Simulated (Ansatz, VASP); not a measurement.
**In in VASP and in Ansatz**

File INCAR:

```
SYSTEM = In
PREC = Accurate ; ENCUT = 520
EDIFF = 1E-6 ; ISMEAR = 0
SIGMA = 0.1 ; LREAL = .FALSE.
LASPH = .TRUE. ; NELM = 100
ALGO = Normal ; ISIF = 2
LWAVE = .FALSE. ; LCHARG = .FALSE.
GGA = PE ; NBANDS = 12
```

Contents of KPOINTS:

```
regular mesh
0
G
  16 16 16
  0 0 0
```

Contents of POSCAR:

```
In
1.0
   -1.9285645548      1.9285645548      1.9285645548
    1.9285645548     -1.9285645548      1.9285645548
    1.9285645548      1.9285645548     -1.9285645548
In
1
Direct
    0.0000000000      0.0000000000      0.0000000000
```

Input for Ansatz:

```yaml
crystal:
  lattice:
    - [-1.9285645548, 1.9285645548, 1.9285645548]
    - [1.9285645548, -1.9285645548, 1.9285645548]
    - [1.9285645548, 1.9285645548, -1.9285645548]
  atoms:
    - { symbol: In, position: [0.0, 0.0, 0.0] }
basis:
  ecutwfc: 420
kpoints:
  mp_grid: { grid: [16, 16, 16] }
hamiltonian:
  xc: pbe
scf:
  occupations: { method: gaussian, width: 0.1 }
output:
  forces: true
  stress: true
  eigenvalues: true
```

Alike in both runs: task single point; functional PBE; k mesh 16 × 16 × 16; occupations gaussian, width 0.1 eV; no spin polarisation.

|  | VASP | Ansatz |
| --- | --- | --- |
| version | VASP 6.6.1 | Ansatz 0.2.0 |
| potentials or method | VASP PAW PBE potentials, release 64 (In_d), cutoff 520 eV | scalar-relativistic, plane waves, PAW |
| valence electrons in the cell | 13 | 13 |

Ansatz gave:

| Quantity | Value |
| --- | --- |
| gap on the k mesh at the Fermi level (eV) | none |
| pressure (GPa) | -0.9 |

**Question.** Which values does VASP return?

**Answer.** gap on the k mesh at the Fermi level (eV): none; pressure (GPa): -1.0.

A gap of «none» marks a metal or a gap that the smearing closes.
